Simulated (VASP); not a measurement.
# Ag: single point with PBEsol

The system is Ag.

```
Ag
1.0
    -1.61256    1.61256    1.61256
     1.61256   -1.61256    1.61256
     3.22511    3.22511    0.00000
Ag
2
Direct
  0.97675 0.97675 0.00000
  0.52325 0.52325 0.50000
```

This cell differs from its parent crystal: atoms displaced along a vibrational mode.

| Property | Result |
| --- | --- |
| Program | VASP 6.6.1 |
| Task | single point |
| Functional | PBEsol |
| Potentials or basis | VASP PAW PBE potentials, release 64 (Ag) |
| Cutoff | 520 eV |
| k mesh | 22 × 22 × 14 |
| Occupations | gaussian, width 0.15 eV |
| Spin | no spin polarisation |
| Dipole correction | no |
| Further INCAR settings | ALGO = Fast; EDIFF = 1e-06; NBANDS = 18 |

- Pressure: 0.2 GPa
- Largest force: 0.395 eV/Å
- Band gap on the k mesh: zero (bands 11 and 12 overlap by 8.09 eV)

Forces in eV/Å, atoms in the order of the input:
```
Ag   0.000  0.000  0.395
Ag   0.000  0.000 -0.395
```

Stress tensor (GPa, compression positive):
```
 0.37  0.64  0.00
 0.64  0.37  0.00
 0.00  0.00 -0.12
```

Levels at points of the mesh, in eV from the Fermi level:
| k point | band 7 | band 8 | band 9 | band 10 | band 11 | band 12 | band 13 | band 14 | band 15 | band 16 |
| --- | --- | --- | --- | --- | --- | --- | --- | --- | --- | --- |
| (0.00, 0.00, 0.00) | -3.63 | -3.58 | -3.55 | -3.48 | -2.56 | -0.17 | 4.25 | 13.45 | 14.71 | 17.86 |
| (0.50, 0.00, 0.00) | -3.76 | -3.68 | -3.32 | -3.24 | 0.08 | 0.49 | 7.52 | 8.08 | 8.34 | 9.07 |
| (0.50, 0.50, 0.00) | -2.84 | -2.77 | -2.76 | -2.52 | -0.17 | 4.24 | 6.90 | 6.90 | 7.01 | 12.73 |
| (0.00, 0.00, 0.50) | -3.84 | -3.84 | -3.69 | -3.69 | -3.51 | -3.51 | 12.15 | 12.15 | 15.67 | 15.67 |
| (0.50, 0.00, 0.50) | -3.45 | -3.45 | -2.53 | -2.53 | -0.14 | -0.14 | 4.21 | 4.21 | 13.41 | 13.41 |
| (0.50, 0.50, 0.50) | -3.74 | -3.74 | -2.65 | -2.65 | 3.36 | 3.36 | 4.81 | 4.81 | 10.05 | 10.05 |

Run time: 4.1 min on 1 thread of Intel(R) Xeon(R) Platinum 8488C (Sapphire Rapids), with other jobs on the host, peak memory 0.59 GiB.

Caveat: the cell differs from its parent crystal (atoms displaced along a vibrational mode); the PAW data sets were made with another functional, which shifts forces and pressure a little.
